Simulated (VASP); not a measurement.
# Na4Ca3 (Pm-3m) in VASP: notebook

The runs below take Na4Ca3 through single point, relaxation of cell and atoms, with PBE.

Program: VASP 6.6.1. These are calculated values, not measurements. Logs are shortened: lines on timing, memory, paths and dates and some standing lists are left out, and cuts for length are marked.

## Step 1: The cell of the first run

The structure is cubic, space group Pm-3m (No. 221). The conventional cell has a = 6.981 Å, b = 6.981 Å, c = 6.981 Å, α = 90.00°, β = 90.00°, γ = 90.00°. Within 4.6 Å of Na (site symmetry m-3m) lie 6 Ca at 3.49 Å. Within 4.6 Å of Na (site symmetry 4/mmm) lie 4 Ca at 3.49 Å. Ca (site symmetry 4/mmm) has 6 Na at 3.49 Å within 4.6 Å.

The cell was generated, and may not be a known phase.

## Step 2: Single point, PBE

Contents of INCAR:

```
PREC     = Accurate       # precision mode
ENCUT    = 500            # plane-wave cutoff, eV
EDIFF    = 1E-6           # SCF threshold, eV
ISMEAR   = 0              # smearing method
SIGMA    = 0.1            # smearing width, eV
LREAL    = False          # projectors in reciprocal space
LASPH    = True           # aspherical terms in the spheres
NELM     = 120            # most SCF steps
ALGO     = Normal         # electronic algorithm
ISIF     = 2              # what is computed and relaxed
LWAVE    = False          # write WAVECAR
LCHARG   = True           # write CHGCAR
GGA      = PE             # functional
LELF     = True           # ELF
LVHAR    = True         
NBANDS   = 38             # bands
GGA_COMPAT= False
```

Contents of KPOINTS:

```
regular mesh
0
Gamma
  6 6 6
```

Contents of POSCAR:

```
Na4Ca3
1.0
    6.9808199870      0.0000000000      0.0000000000
    0.0000000000      6.9808199870      0.0000000000
    0.0000000000      0.0000000000      6.9808199870
Na Ca
4 3
Direct
    0.5000000000      0.5000000000      0.5000000000
    0.5000000000      0.0000000000      0.0000000000
    0.0000000000      0.5000000000      0.0000000000
    0.0000000000      0.0000000000      0.5000000000
    0.5000000000      0.5000000000      0.0000000000
    0.0000000000      0.5000000000      0.5000000000
    0.5000000000      0.0000000000      0.5000000000
```

Potentials or basis: VASP PAW PBE potentials, release 64 (Na_pv, Ca_sv).

On the command line:

```bash
> cat potpaw_PBE.64/Na_pv/POTCAR potpaw_PBE.64/Ca_sv/POTCAR > POTCAR
> mpirun -np 1 vasp_std > vasp.out
```

OUTCAR:

```text
PREC = Accurate
   ENCUT = 500
   EDIFF = 1E-6
   ISMEAR = 0
   LREAL = False
   LASPH = True
   NELM = 120
   ISIF = 2
   GGA = PE

 ion  position               nearest neighbor table
   1  0.500  0.500  0.500-
   2  0.500  0.000  0.000-
   3  0.000  0.500  0.000-
   4  0.000  0.000  0.500-
   5  0.500  0.500  0.000-
   6  0.000  0.500  0.500-
   7  0.500  0.000  0.500-

  LATTYP: Found a simple cubic cell.
 ALAT       =     6.9808199870

  Lattice vectors:

 A1 = (   6.9808199870,   0.0000000000,   0.0000000000)
 A2 = (   0.0000000000,   6.9808199870,   0.0000000000)
 A3 = (   0.0000000000,   0.0000000000,   6.9808199870)

Analysis of symmetry for initial positions (statically):
=====================================================================
 Subroutine PRICEL returns:
 Original cell was already a primitive cell.

 Routine SETGRP: Setting up the symmetry group for a
 simple cubic supercell.

 Subroutine GETGRP returns: Found 48 space group operations
 (whereof 48 operations were pure point group operations)
 out of a pool of 48 trial point group operations.

The static configuration has the point symmetry O_h .

Analysis of symmetry for dynamics (positions and initial velocities):
=====================================================================
 Subroutine PRICEL returns:
 Original cell was already a primitive cell.

 Routine SETGRP: Setting up the symmetry group for a
 simple cubic supercell.

 Subroutine GETGRP returns: Found 48 space group operations
 (whereof 48 operations were pure point group operations)
 out of a pool of 48 trial point group operations.

The dynamic configuration has the point symmetry O_h .

 Subroutine INISYM returns: Found 48 space group operations
 (whereof 48 operations are pure point group operations),
 and found     1 'primitive' translations

----------------------------------------------------------------------------------------

                                     Primitive cell

  volume of cell :     340.1883

  direct lattice vectors                    reciprocal lattice vectors
     6.980819987  0.000000000  0.000000000     0.143249647  0.000000000  0.000000000
     0.000000000  6.980819987  0.000000000     0.000000000  0.143249647  0.000000000
     0.000000000  0.000000000  6.980819987     0.000000000  0.000000000  0.143249647

  length of vectors
     6.980819987  6.980819987  6.980819987     0.143249647  0.143249647  0.143249647

  position of ions in fractional coordinates (direct lattice)
     0.500000000  0.500000000  0.500000000
     0.500000000  0.000000000  0.000000000
     0.000000000  0.500000000  0.000000000
     0.000000000  0.000000000  0.500000000
     0.500000000  0.500000000  0.000000000
     0.000000000  0.500000000  0.500000000
     0.500000000  0.000000000  0.500000000

  ion indices of the primitive-cell ions
   primitive index   ion index
                 1           1
                 2           2
                 3           3
                 4           4
                 5           5
                 6           6
                 7           7

----------------------------------------------------------------------------------------

 KPOINTS: regular mesh

Automatic generation of k-mesh.
 Grid dimensions read from file:
 generate k-points for:    6    6    6

 Generating k-lattice:

  Cartesian coordinates                     Fractional coordinates (reciprocal lattice)
     0.023874941  0.000000000  0.000000000     0.166666667  0.000000000  0.000000000
     0.000000000  0.023874941  0.000000000     0.000000000  0.166666667  0.000000000
     0.000000000  0.000000000  0.023874941     0.000000000  0.000000000  0.166666667

  Length of vectors
     0.023874941  0.023874941  0.023874941

  Shift w.r.t. Gamma in fractional coordinates (k-lattice)
     0.000000000  0.000000000  0.000000000

 Subroutine IBZKPT returns following result:
 ===========================================

 Found     20 irreducible k-points:

 Following reciprocal coordinates:
            Coordinates               Weight
  0.000000  0.000000  0.000000      1.000000
  0.166667  0.000000  0.000000      6.000000
  0.333333  0.000000  0.000000      6.000000
  0.500000  0.000000  0.000000      3.000000
  0.166667  0.166667  0.000000     12.000000
  0.333333  0.166667  0.000000     24.000000
[... 12 lines left out ...]
  0.500000  0.500000  0.333333      6.000000
  0.500000  0.500000  0.500000      1.000000
   k-points           NKPTS =     20   k-points in BZ     NKDIM =     20   number of bands    NBANDS=     38
   number of dos      NEDOS =    301   number of ions     NIONS =      7
   total plane-waves  NPLWV = 157464
   dimension x,y,z NGX =    54 NGY =   54 NGZ =   54
   dimension x,y,z NGXF=   108 NGYF=  108 NGZF=  108
   ions per type =               4   3
   NGX,Y,Z   is equivalent  to a cutoff of  12.86, 12.86, 12.86 a.u.
   NGXF,Y,Z  is equivalent  to a cutoff of  25.72, 25.72, 25.72 a.u.
 SYSTEM =  unknown system
   PREC   = accura    normal or accurate (medium, high low for compatibility)
   ISTART =      0    job   : 0-new  1-cont  2-samecut
   ICHARG =      2    charge: 1-file 2-atom 10-const
   ISPIN  =      1    spin polarized calculation?
   LNONCOLLINEAR =      F non collinear calculations
   LSORBIT =      F    spin-orbit coupling
   LASPH  =      T    aspherical Exc in radial PAW
   ENCUT  =  500.0 eV  36.75 Ry    6.06 a.u.  12.73 12.73 12.73*2*pi/ulx,y,z
   NELM   =    120;   NELMIN=  2; NELMDL= -5     # of ELM steps
   EDIFF  = 0.1E-05   stopping-criterion for ELM
   LREAL  =      F    real-space projection
   EDIFFG = 0.1E-04   stopping-criterion for IOM
   NSW    =      0    number of steps for IOM
   IBRION =     -1    ionic relax: 0-MD 1-quasi-New 2-CG
   NFREE  =      0    steps in history (QN), initial steepest desc. (CG)
   ISIF   =      2    stress and relaxation
   ISYM   =      2    0-nonsym 1-usesym 2-fastsym
   POTIM  = 0.5000    time-step for ionic-motion
   TEBEG  =    0.0;   TEEND  =   0.0 temperature during run
   PSTRESS=    0.0 pullay stress
   NELECT =      58.0000    total number of electrons
   NUPDOWN=      -1.0000    fix difference up-down
   EMIN   =  10.00;   EMAX   =-10.00  energy-range for DOS
   EFERMI =   0.00;   METHOD = LEGACY
   ISMEAR =     0;   SIGMA  =   0.10  broadening in eV -4-tet -1-fermi 0-gaus
   EFERMI_NEDOS =   21; number of points for ismear=-14 and -15
   IALGO  =     38    algorithm
   IMIX   =      4    mixing-type and parameters
     AMIX     =   0.40;   BMIX     =  1.00
     AMIX_MAG =   1.60;   BMIX_MAG =  1.00
  volume/ion in A,a.u.               =      48.60       327.96
  Fermi-wavevector in a.u.,A,eV,Ry     =   0.907774  1.715444 11.211930  0.824054
  Thomas-Fermi vector in A             =   2.031621
   LORBIT       =      0    0 simple, 1 ext, 2 COOP (PROOUT), +10 PAW based schemes
   GGA     = PE    functional components
   LHFCALC =     F    Hartree Fock is set to
   AEXX    =    0.0000 exact exchange contribution
   IVDW    =     0    specifies the selected vdW correction
   LEPSILON=     F    determine dielectric tensor
   LRPA    =     F    only Hartree local field effects (RPA)
 non-spin polarized calculation
 Gauss-broadening in eV      SIGMA  =   0.10
  energy-cutoff  :      500.00
  volume of cell :      340.19
 maximum number of plane-waves:      8674
 NGX is ok and might be reduce to    54
   NGX = 25   NGY = 25   NGZ = 25

 number of electron      58.0000100 magnetization

 Free energy of the ion-electron system (eV)
  ---------------------------------------------------
  ext. energy  EPLUGINS =         0.00000000
  ---------------------------------------------------
  free energy    TOTEN  =        -8.35138365 eV

  energy without entropy =       -8.31639320  energy(sigma->0) =       -8.33388843

 E-fermi :   0.4099     XC(G=0):  -6.4258

 val. band max:        0.3965146686   @ k =   0.5000   0.3333   0.1667
 cond. band min:       0.4243376016   @ k =   0.3333   0.0000   0.0000
 fundamental gap:      0.0278229330
 Fermi energy:         0.4098792884

 k-point     1 :       0.0000    0.0000    0.0000
  band No.  band energies     occupation
      1     -42.6234      2.00000
      2     -42.6230      2.00000
      3     -42.6230      2.00000
      4     -24.5290      2.00000
      5     -24.5290      2.00000
      6     -24.5290      2.00000
[... 30 lines left out ...]
     37       2.1688      0.00000
     38       2.2312      0.00000

 k-point     2 :       0.1667    0.0000    0.0000
  band No.  band energies     occupation
      1     -42.6233      2.00000
      2     -42.6230      2.00000
      3     -42.6230      2.00000
      4     -24.5290      2.00000
      5     -24.5290      2.00000
      6     -24.5288      2.00000
[... 30 lines left out ...]
     37       2.1361      0.00000
     38       2.1701      0.00000

 k-point     3 :       0.3333    0.0000    0.0000
  band No.  band energies     occupation
      1     -42.6233      2.00000
      2     -42.6231      2.00000
      3     -42.6230      2.00000
      4     -24.5289      2.00000
      5     -24.5289      2.00000
      6     -24.5288      2.00000
[... 30 lines left out ...]
     37       1.9839      0.00000
     38       2.1207      0.00000

 k-point     4 :       0.5000    0.0000    0.0000
  band No.  band energies     occupation
      1     -42.6232      2.00000
      2     -42.6231      2.00000
      3     -42.6230      2.00000
      4     -24.5289      2.00000
      5     -24.5289      2.00000
      6     -24.5289      2.00000
[... 30 lines left out ...]
     37       1.9202      0.00000
     38       2.1148      0.00000
[... 539 lines left out ...]
      4     -24.5277      2.00000
      5     -24.5276      2.00000
      6     -24.5276      2.00000
[... 30 lines left out ...]
     37       1.8363      0.00000
     38       1.8509      0.00000

 k-point    19 :       0.5000    0.5000    0.3333
  band No.  band energies     occupation
      1     -42.6231      2.00000
      2     -42.6231      2.00000
      3     -42.6231      2.00000
      4     -24.5276      2.00000
      5     -24.5276      2.00000
      6     -24.5273      2.00000
[... 30 lines left out ...]
     37       1.8264      0.00000
     38       1.8264      0.00000

 k-point    20 :       0.5000    0.5000    0.5000
  band No.  band energies     occupation
      1     -42.6231      2.00000
      2     -42.6231      2.00000
      3     -42.6231      2.00000
      4     -24.5273      2.00000
      5     -24.5273      2.00000
      6     -24.5273      2.00000
[... 30 lines left out ...]
     37       1.8134      0.00000
     38       1.8136      0.00000

------------------------ aborting loop because EDIFF is reached ----------------------------------------

  FORCE on cell =-STRESS in cart. coord.  units (eV):
  Direction    XX          YY          ZZ          XY          YZ          ZX
  --------------------------------------------------------------------------------------
  -------------------------------------------------------------------------------------
  Total       -0.0126458     -0.0126458     -0.0126458     -0.0000000     -0.0000000      0.0000000
  in kB       -0.0595578     -0.0595578     -0.0595578     -0.0000000     -0.0000000      0.0000000
  external PRESSURE =      -0.0595578 kB  Pullay stress =       0.0000000 kB

 VOLUME and BASIS-vectors are now :
 -----------------------------------------------------------------------------
  energy-cutoff  :      500.00
  volume of cell :      340.19
      direct lattice vectors                 reciprocal lattice vectors
     6.980819987  0.000000000  0.000000000     0.143249647  0.000000000  0.000000000
     0.000000000  6.980819987  0.000000000     0.000000000  0.143249647  0.000000000
     0.000000000  0.000000000  6.980819987     0.000000000  0.000000000  0.143249647

 POSITION                                       TOTAL-FORCE (eV/Angst)
 -----------------------------------------------------------------------------------
      3.49041      3.49041      3.49041         0.000000      0.000000      0.000000
      3.49041      0.00000      0.00000         0.000000      0.000000      0.000000
      0.00000      3.49041      0.00000         0.000000      0.000000      0.000000
      0.00000      0.00000      3.49041         0.000000      0.000000      0.000000
      3.49041      3.49041      0.00000         0.000000      0.000000      0.000000
      0.00000      3.49041      3.49041         0.000000      0.000000      0.000000
      3.49041      0.00000      3.49041         0.000000      0.000000      0.000000
 -----------------------------------------------------------------------------------
    total drift:                                0.000000     -0.000000      0.000000

  FREE ENERGIE OF THE ION-ELECTRON SYSTEM (eV)
  ---------------------------------------------------
  free  energy   TOTEN  =        -8.3513836452 eV

  energy  without entropy=       -8.3163932049  energy(sigma->0) =       -8.33388843
```

Run time: 2.2 min. Hardware: 1 thread of Intel Xeon 6975P-C (Granite Rapids), shared host; peak memory 0.5 GiB.

Results:

| Item | Value |
| --- | --- |
| Free energy | -8.3514 eV |
| Pressure | 0.0 GPa |
| Band gap on the k mesh | zero (bands 29 and 30 overlap by 1.05 eV) |

Levels at points of the mesh, in eV from the Fermi level:
```
           k point  band 25  band 26  band 27  band 28  band 29  band 30  band 31  band 32  band 33  band 34
(0.00, 0.00, 0.00)    -3.33    -0.64    -0.64    -0.34    -0.14    -0.14    -0.14     0.67     0.67     0.67
(0.50, 0.00, 0.00)    -2.73    -2.27    -0.11     0.13     0.13     0.14     0.30     0.30     0.30     0.82
(0.50, 0.50, 0.00)    -2.00    -1.85    -1.85    -1.07     0.25     0.60     0.60     0.63     0.63     0.75
(0.50, 0.50, 0.50)    -1.38    -1.38    -1.38    -1.15    -0.70    -0.70    -0.70    -0.13     1.15     1.15
```

(Part 1 of 2 ends here.)

The gap in the log of VASP goes by the Fermi energy; the results here count the filled bands.